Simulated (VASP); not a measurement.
CuF:

```
Cu F
1.0
     3.50866    0.00000    0.00000
    -1.75433    3.03859    0.00000
     0.00000    0.00000    5.08252
Cu F
2 2
Direct
  0.33333 0.66667 0.25000
  0.66667 0.33333 0.75000
  0.66667 0.33333 0.25000
  0.33333 0.66667 0.75000
```

Base run:

```yaml
Program: VASP 6.6.1
Functional: PBE
Potentials_or_basis: VASP PAW PBE potentials, release 64 (Cu, F)
Cutoff: 520 eV
k_mesh: 12 × 12 × 6
Occupations: fermi-dirac, width 0.02 eV
Spin: no spin polarisation
```

Its results: band gap on the k mesh zero (band 18 reaches 3.33 eV, above the bottom of band 19 at 3.29 eV); pressure 4.7 GPa.

Problem. The run is repeated on the same cell with these changes: functional from PBE to LDA; potentials or basis from VASP PAW PBE potentials, release 64 (Cu, F) to VASP PAW LDA potentials, release 64 (Cu, F). What comes out?

Solution. Band gap on the k mesh zero (band 18 reaches 2.87 eV, above the bottom of band 19 at 2.82 eV); pressure -5.3 GPa.

Caveats: semilocal functionals often make such compounds metallic where correlation or magnetic order opens a gap, which also shifts bond lengths.
